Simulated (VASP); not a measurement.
# MgF2 (P4_2/mnm) in VASP: further runs, part 3 of 3

VASP 6.6.1.

**5. Single point, r2SCAN (strain +4.0%)**

POSCAR reads:

```
MgF2
1.0
    4.8068966344      0.0000000000      0.0000000000
    0.0000000000      4.8068966344      0.0000000000
    0.0000000000      0.0000000000      3.1679562299
Mg F
2 4
Direct
    0.0000000000      0.0000000000      0.0000000000
    0.5000000000      0.5000000000      0.5000000000
    0.3061403296      0.3061403296      0.0000000000
    0.1938596704      0.8061403296      0.5000000000
    0.8061403296      0.1938596704      0.5000000000
    0.6938596704      0.6938596704      0.0000000000
```

INCAR.step1 reads:

```
SYSTEM = MgF2
ALGO     = Normal         ! electronic algorithm
EDIFF    = 1E-5           ! SCF threshold, eV
ENCUT    = 660            ! plane-wave cutoff, eV
GGA      = PE             ! functional
GGA_COMPAT= .False.      
ISMEAR   = 0              ! smearing method
LASPH    = .True.         ! aspherical terms in the spheres
LCHARG   = .False.        ! write CHGCAR
LREAL    = .False.        ! projectors in reciprocal space
LWAVE    = .True.         ! write WAVECAR
NBANDS   = 25             ! bands
NELM     = 120            ! most SCF steps
PREC     = Accurate       ! precision mode
SIGMA    = 0.01           ! smearing width, eV
```

INCAR.step2 reads:

```
SYSTEM = MgF2
ALGO     = Normal         ! electronic algorithm
EDIFF    = 1E-6           ! SCF threshold, eV
ENCUT    = 660            ! plane-wave cutoff, eV
GGA_COMPAT= .False.      
ISIF     = 2              ! what is computed and relaxed
ISMEAR   = 0              ! smearing method
ISTART   = 1            
LASPH    = .True.         ! aspherical terms in the spheres
LCHARG   = .True.         ! write CHGCAR
LELF     = .True.         ! ELF
LMIXTAU  = .True.       
LREAL    = .False.        ! projectors in reciprocal space
LVHAR    = .True.       
LWAVE    = .False.        ! write WAVECAR
METAGGA  = R2SCAN         ! meta-GGA
NBANDS   = 25             ! bands
NELM     = 120            ! most SCF steps
PREC     = Accurate       ! precision mode
SIGMA    = 0.01           ! smearing width, eV
```

KPOINTS reads:

```
k-points
0
Gamma
  6 6 8
  0 0 0
```

On the command line:

```
cat potpaw_PBE.64/Mg/POTCAR potpaw_PBE.64/F/POTCAR > POTCAR
cp INCAR.step1 INCAR
mpirun -np 1 vasp_std > vasp.out
cp INCAR.step2 INCAR
mpirun -np 1 vasp_std > vasp.out
```

Run time: 4.7 min. Hardware: 1 thread of Intel Xeon Platinum 8259CL at 2.50GHz (Skylake/Cascade Lake), shared host; peak memory 0.28 GiB.

It converged, with:

* Free energy: -43.5495 eV
* Pressure: -10.8 GPa
* Largest force: 0.005 eV/Å
* Band gap on the k mesh: 7.25 eV, direct

Forces in eV/Å, atoms in the order of the input:
```
Mg   0.000  0.000  0.000
Mg   0.000  0.000  0.000
F    0.004  0.004  0.000
F   -0.004  0.004  0.000
F    0.004 -0.004  0.000
F   -0.004 -0.004  0.000
```

Stress tensor (GPa, compression positive):
```
-10.22   0.00   0.00
  0.00 -10.22   0.00
  0.00   0.00 -12.01
```

Levels at points of the mesh, in eV from the valence-band top:
```csv
k point,band 13,band 14,band 15,band 16,band 17,band 18,band 19,band 20
"(0.00, 0.00, 0.00)",-0.72,-0.29,-0.29,0.00,7.25,12.48,12.48,13.90
"(0.50, 0.00, 0.00)",-0.91,-0.91,-0.33,-0.33,9.55,9.55,13.66,13.66
"(0.50, 0.50, 0.00)",-0.79,-0.79,-0.64,-0.64,11.12,11.12,11.38,11.38
"(0.00, 0.00, 0.50)",-0.93,-0.93,-0.74,-0.74,11.87,11.87,15.20,15.20
"(0.50, 0.00, 0.50)",-0.64,-0.64,-0.56,-0.56,12.87,12.87,13.37,13.37
"(0.50, 0.50, 0.50)",-0.51,-0.51,-0.45,-0.45,13.34,13.34,13.55,13.55
```

Caveat: the cell differs from its parent crystal (strain +4.0%); the PAW data sets were made with another functional, which shifts forces and pressure a little. A k mesh can miss the band edges.

**6. Overview**

```tsv
level	cell	k mesh	cutoff (eV)	grid for exact exchange (PRECFOCK)	screening parameter	gap on the mesh (eV)	pressure (GPa)	largest force (eV/Å)
HSE06	a = 4.483, b = 4.483, c = 2.955 Å, 6 atoms	4 × 4 × 6	520	Normal	0.2079 1/Å	10.10	12.7	0.02
HSE06	a = 4.807, b = 4.807, c = 3.168 Å, 6 atoms	4 × 4 × 6	520	Normal	0.2079 1/Å	8.60	-9.0	0.02
r2SCAN	a = 4.761, b = 4.761, c = 3.137 Å, 6 atoms	6 × 6 × 8	660	-	-	7.43	-9.0	0.01
r2SCAN	a = 4.807, b = 4.807, c = 3.168 Å, 6 atoms	6 × 6 × 8	660	-	-	7.25	-10.8	0.01
```

Alike in all rows: task single point; potentials or basis VASP PAW PBE potentials, release 64 (Mg, F); no spin polarisation; smearing gaussian 0.01 eV.

Caveats: the PAW data sets were made with another functional, which shifts forces and pressure a little.

Absolute energies hang on the potentials; compare differences alone.
